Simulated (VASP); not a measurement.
The system is CaMg3.

```
Ca Mg
1.0
     3.40907    0.00000    0.00000
    -1.70454    2.95234    0.00000
     0.00000    0.00000   10.88068
Ca Mg
1 3
Cartesian
  0.0000 0.0000 5.4403
  0.0000 0.0000 0.0000
  1.7045 0.9841 8.3188
  1.7045 0.9841 2.5619
```

* Program: VASP 6.6.1
* Task: relaxation of volume and atoms at fixed shape
* Functional: LDA
* Potentials or basis: VASP PAW LDA potentials, release 64 (Ca_sv, Mg)
* Cutoff: 600 eV
* k mesh: 9 × 9 × 3
* Occupations: methfessel-paxton, width 0.1 eV
* Spin: no spin polarisation

At the start: pressure -2.0 GPa; volume 27.38 Å³/atom.

Q: Where does the relaxation end?

A: Over 3 steps the energy falls by 13.5 meV/atom and the volume is 25.35 Å³/atom (-7.4 %); space group P-6m2 (No. 187, to 0.05 Å).

The path:
```tsv
step	energy change (eV)	largest force (eV/Å)	pressure (GPa)	volume (Å³)
1	0.0000	0.0183	-1.97	109.51
2	-0.0462	0.0109	-0.81	104.26
3	-0.0539	0.0058	-0.04	101.40
```

Final structure:
```xyz
4
Lattice="3.3227 0.0000 0.0000 -1.6614 2.8776 0.0000 0.0000 0.0000 10.6051" Properties=species:S:1:pos:R:3 pbc="T T T"
Ca    0.0000    0.0000    5.3025
Mg    0.0000    0.0000    0.0000
Mg    1.6614    0.9592    8.1068
Mg    1.6614    0.9592    2.4983
```
